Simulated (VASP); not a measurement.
Wanted: the native input for a VASP 6.6.1 run.

```yaml
Task: electric field gradients
Functional: PBE
Potentials_or_basis: VASP PAW PBE potentials, release 64 (In_d)
Cutoff: 520 eV
k_mesh: 14 × 14 × 14
Occupations: fermi-dirac, width 0.05 eV
Spin: no spin polarisation
Dipole_correction: no
Further_INCAR_settings: ALGO = Normal; EDIFF = 1e-08; NBANDS = 12
```

The structure of In lies in POSCAR:

```
In
1.0
   -1.6369195191      1.6369195191      2.4903342523
    1.6369195191     -1.6369195191      2.4903342523
    1.6369195191      1.6369195191     -2.4903342523
In
1
Direct
    0.0000000000      0.0000000000      0.0000000000
```

This cell differs from its parent crystal: volume scaled by 1.02.

The input as run:

INCAR

```
ALGO = Normal ; EDIFF = 1E-8
ENCUT = 520 ; GGA = PE
ISIF = 2 ; ISMEAR = -1
LASPH = True ; LCHARG = False
LEFG = True ; LREAL = False
LWAVE = False ; NBANDS = 12
NELM = 80 ; PREC = Accurate
SIGMA = 0.05
```

KPOINTS

```
k-points
0
Gamma
  14 14 14
```

Potentials or basis: VASP PAW PBE potentials, release 64 (In_d).

Command:

```console
$ cat potpaw_PBE.64/In_d/POTCAR > POTCAR
$ mpirun -np 1 vasp_std > vasp.out
```

Results of the run:

* Pressure: 1.0 GPa

Caveat: without QUAD_EFG the Cq values of the log hold for a quadrupole moment of 1 mb, not for the nuclei.

Wall time 63 s on 1 thread of Intel Xeon 6975P-C, on a shared host, peak memory 0.21 GiB.
